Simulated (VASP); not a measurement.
Input of a VASP 6.6.1 run:

INCAR

```
SYSTEM = Ti36O72F
PREC = Accurate ; ENCUT = 520
EDIFF = 1E-6 ; ISMEAR = 0
SIGMA = 0.01 ; LREAL = Auto
LASPH = .True. ; NELM = 120
ALGO = Normal ; ISIF = 2
LWAVE = .False. ; LCHARG = .True.
GGA = PE ; LELF = .True.
LVHAR = .True. ; NBANDS = 496
NELECT = 872.0 ; GGA_COMPAT = .False.
```

Contents of KPOINTS:

```
regular mesh
0
Gamma
  1 1 1
  0 0 0
```

The input POSCAR:

```
Ti36O72F
1.0
    0.0000000000    -11.3955101200      0.0000000000
   11.3955101200      0.0000000000      0.0000000000
   -3.7985033700      3.7985033700      9.7031425200
Ti O F
36 72 1
Direct
   -0.0022589541     -0.0111661500     -0.0073800755
    0.2316889655      0.0810062723      0.2513426027
    0.0004289336      0.0016449291      0.5024714668
    0.2505267391      0.0837367989      0.7524169395
    0.0010657872      0.3290376612      0.0016288123
    0.2517908582      0.4125393368      0.2514251351
    0.0001484257      0.3327320985      0.5002557739
    0.2501722872      0.4185598706      0.7507364618
    0.0007779024      0.6627277034      0.0006991913
    0.2505972253      0.7503355543      0.2531855762
    0.0014628504      0.6652936774      0.4982228898
    0.2502021904      0.7540724371      0.7520383689
    0.3349854559      0.0043522438      0.0098701912
    0.5821825769      0.0835207848      0.2494580950
    0.3357136727      0.0021721520      0.5028813111
    0.5846183034      0.0838620948      0.7540827043
    0.3340311967      0.3342397021      0.0001671894
    0.5827696003      0.4176213030      0.2499103086
    0.3352685524      0.3331494606      0.4999704144
    0.5836156815      0.4190056505      0.7529021254
    0.3334308515      0.6676720113      0.0012722467
    0.5828345629      0.7514473067      0.2506496522
    0.3330842143      0.6662585653      0.4994819013
    0.5830111514      0.7536346679      0.7514112852
    0.6722669320      0.0039200844      0.0106710336
    0.9344290104      0.0807213485      0.2509223309
    0.6670510542      0.0004521783      0.5014508287
    0.9166414438      0.0831045500      0.7518065922
    0.6670414938      0.3338640449      0.0008561403
    0.9151492261      0.4117603464      0.2510557812
    0.6668034721      0.3330664633      0.5008513126
    0.9164024427      0.4147055816      0.7500681244
    0.6683836156      0.6684777667      0.0017240532
    0.9172903977      0.7497545135      0.2528450911
    0.6658071132      0.6660632887      0.4990681070
    0.9145828833      0.7433930268      0.7440253673
    0.3168211475      0.1540390916      0.4607123793
    0.0594310173     -0.0100941614      0.1792386908
    0.1782464556      0.0308797107      0.0489623191
    0.2901534350      0.2673861533      0.2958024662
    0.3199708373      0.1533655294      0.9584951057
    0.0694994182      0.0707806097      0.7092482036
    0.1819035722      0.0141877204      0.5451866161
    0.2654967276      0.2659451001      0.7946392165
    0.3145503515      0.4862389869      0.4578998078
    0.0700459783      0.3964336792      0.2096804686
    0.1811032955      0.3456523693      0.0445110964
    0.2658999119      0.5985175456      0.2945141025
    0.3193474691      0.4883779391      0.9607057089
    0.0688316017      0.4004256269      0.7085291213
    0.1841472619      0.3561780252      0.5510407290
    0.2660768664      0.6002110447      0.7963612226
    0.3175088514      0.8198668504      0.4582682201
    0.0697692947      0.7372537299      0.2091463661
    0.1805547160      0.6828072658      0.0448106170
    0.2741360889      0.9334786018      0.2981464618
    0.3151689501      0.8228800094      0.9599510076
    0.0687476952      0.7324326195      0.7055421823
    0.1823621214      0.6837246328      0.5447699012
    0.2625840415      0.9317641103      0.7936959432
    0.6516129629      0.1533366945      0.4575303317
    0.4008867383      0.0629394260      0.2070942469
    0.5145032209      0.0185301425      0.0442457711
    0.5976580796      0.2639720051      0.2918540339
    0.6516401982      0.1533745411      0.9593219222
    0.4039623206      0.0700667425      0.7101226313
    0.5155232608      0.0156578479      0.5456663896
    0.5995518120      0.2657198738      0.7952662363
    0.6509604963      0.4851881695      0.4563784772
    0.4036875128      0.4088383071      0.2060786690
    0.5138940391      0.3462121621      0.0418660224
    0.5970927978      0.5993452717      0.2939490690
    0.6533014720      0.4878792494      0.9592620580
    0.4049737008      0.4028749508      0.7099471085
    0.5149290425      0.3509814997      0.5451250665
    0.5997100123      0.6000888042      0.7958689300
    0.6525512351      0.8201903616      0.4590578133
    0.4027256402      0.7353835839      0.2081790078
    0.5144026856      0.6855112267      0.0435684261
    0.5985145242      0.9312813261      0.2950666849
    0.6568267858      0.8224756472      0.9599234500
    0.4035201073      0.7373222289      0.7097612283
    0.5133843422      0.6813926887      0.5434895475
    0.6007471445      0.9313513730      0.7935932031
    0.9904928871      0.1534891358      0.4600461835
    0.7373818285      0.0621101427      0.2066405160
    0.8537501626      0.0300276334      0.0479234669
    0.9064978767      0.2667600748      0.2951613636
    0.9849527764      0.1501027558      0.9559644814
    0.7363249240      0.0700917121      0.7087144050
    0.8476848568      0.0151838227      0.5443710731
    0.9311833395      0.2636455799      0.7947669375
    0.9916311442      0.4851638837      0.4571940033
    0.7335994296      0.4096823385      0.2062581356
    0.8482926258      0.3453125237      0.0446223381
    0.9312930419      0.5977543406      0.2933140569
    0.9859910645      0.4850900654      0.9594829314
    0.7352643975      0.4000939533      0.7067493617
    0.8480909672      0.3493044791      0.5443401895
    0.9299774020      0.5926471120      0.7907809429
    0.9881435098      0.8192981892      0.4583357461
    0.7358486530      0.7344091786      0.2079862480
    0.8489717549      0.6831359700      0.0448849819
    0.9245717978      0.9329054932      0.2980606206
    0.9815541397      0.8096772793      0.9449843334
    0.7349535249      0.7329247005      0.7047152402
    0.8463796103      0.6769624817      0.5378061950
    0.9297515140      0.9263192824      0.7880256966
    0.1007620179      0.1928965347      0.3025882873
```

Potentials or basis: VASP PAW PBE potentials, release 64 (Ti_sv, O, F).

The run is started by

```console
$ cat potpaw_PBE.64/Ti_sv/POTCAR potpaw_PBE.64/O/POTCAR potpaw_PBE.64/F/POTCAR > POTCAR
$ mpirun -np 1 vasp_gam > vasp.out
```

Problem. Predict the largest force.

Solution. 0.069 eV/Å.

Forces in eV/Å, atoms in the order of the input:
```
Ti   0.005 -0.008 -0.045
Ti   0.001 -0.060  0.000
Ti  -0.014  0.003  0.001
Ti  -0.007  0.002  0.000
Ti   0.025  0.012 -0.008
Ti   0.039  0.015 -0.006
Ti   0.013  0.006 -0.011
Ti   0.017  0.011  0.022
Ti   0.015  0.010  0.002
Ti   0.007 -0.004 -0.022
Ti   0.003  0.001  0.002
Ti  -0.008 -0.006 -0.008
Ti  -0.008  0.009 -0.041
Ti  -0.005 -0.009  0.007
Ti  -0.026  0.006 -0.002
Ti   0.003 -0.010 -0.006
Ti  -0.001  0.000  0.007
Ti   0.016 -0.006  0.004
Ti   0.013  0.006  0.003
Ti   0.010 -0.010  0.015
Ti   0.011 -0.002  0.004
Ti   0.008  0.000  0.007
Ti   0.003  0.001  0.016
Ti  -0.012 -0.011 -0.005
Ti  -0.004 -0.011 -0.042
Ti  -0.014  0.068 -0.004
Ti  -0.005 -0.002 -0.004
Ti  -0.005  0.001  0.001
Ti   0.005 -0.014  0.001
Ti   0.049  0.002 -0.002
Ti   0.011 -0.008  0.001
Ti  -0.008  0.006  0.015
Ti   0.002  0.001  0.001
Ti  -0.001 -0.003 -0.010
Ti  -0.003 -0.002  0.010
Ti   0.004  0.001 -0.017
O   -0.002  0.002  0.019
O   -0.047 -0.004  0.035
O    0.014 -0.014 -0.029
O   -0.041 -0.020 -0.020
O   -0.001 -0.002  0.023
O    0.000 -0.005  0.021
O    0.004 -0.001 -0.021
O   -0.002  0.000 -0.020
O   -0.003 -0.001  0.021
O    0.000 -0.010  0.017
O    0.002 -0.010 -0.015
O   -0.024  0.000 -0.027
O   -0.009  0.001  0.016
O   -0.002 -0.011  0.021
O   -0.004 -0.010 -0.028
O   -0.004  0.001 -0.022
O    0.015 -0.002  0.028
O   -0.002  0.000  0.017
O    0.001 -0.010 -0.012
O   -0.002 -0.011 -0.018
O   -0.001  0.002  0.021
O    0.002 -0.006  0.018
O    0.002 -0.002 -0.017
O    0.012  0.000 -0.003
O   -0.003  0.001  0.017
O   -0.005  0.037  0.044
O    0.006  0.005 -0.025
O   -0.004 -0.002 -0.014
O    0.000  0.001  0.022
O   -0.002  0.006  0.020
O   -0.005  0.008 -0.016
O   -0.002  0.000 -0.020
O   -0.012  0.001  0.018
O    0.003  0.009  0.016
O   -0.001  0.004 -0.021
O   -0.008  0.000 -0.021
O   -0.009  0.000  0.019
O   -0.002  0.014  0.011
O    0.000  0.003 -0.015
O   -0.004  0.001 -0.022
O    0.004  0.002  0.021
O   -0.001  0.005  0.018
O    0.002  0.001 -0.020
O    0.013 -0.001 -0.017
O    0.003 -0.002  0.017
O   -0.001  0.007  0.015
O   -0.001  0.002 -0.019
O    0.015 -0.001  0.001
O   -0.006 -0.003  0.020
O   -0.004 -0.028  0.051
O    0.011  0.016 -0.028
O   -0.050  0.015 -0.023
O   -0.027 -0.002  0.027
O    0.001  0.006  0.017
O   -0.004 -0.002 -0.017
O    0.004 -0.001 -0.020
O   -0.006 -0.001  0.023
O    0.003 -0.006  0.019
O   -0.002  0.003 -0.020
O   -0.023 -0.002 -0.027
O   -0.021  0.001  0.017
O   -0.002  0.000  0.013
O    0.001  0.010 -0.020
O    0.003 -0.001 -0.019
O    0.014  0.000  0.027
O   -0.002 -0.001  0.021
O   -0.001  0.002 -0.017
O    0.010  0.013 -0.024
O    0.003 -0.002  0.031
O    0.001  0.004  0.020
O    0.001 -0.002 -0.026
O    0.005 -0.002 -0.013
F    0.056  0.003  0.026
```

Caveat: the k points lie up to 0.65 Å⁻¹ apart; the cell carries a net charge on a neutralising background, which shifts energy and pressure.
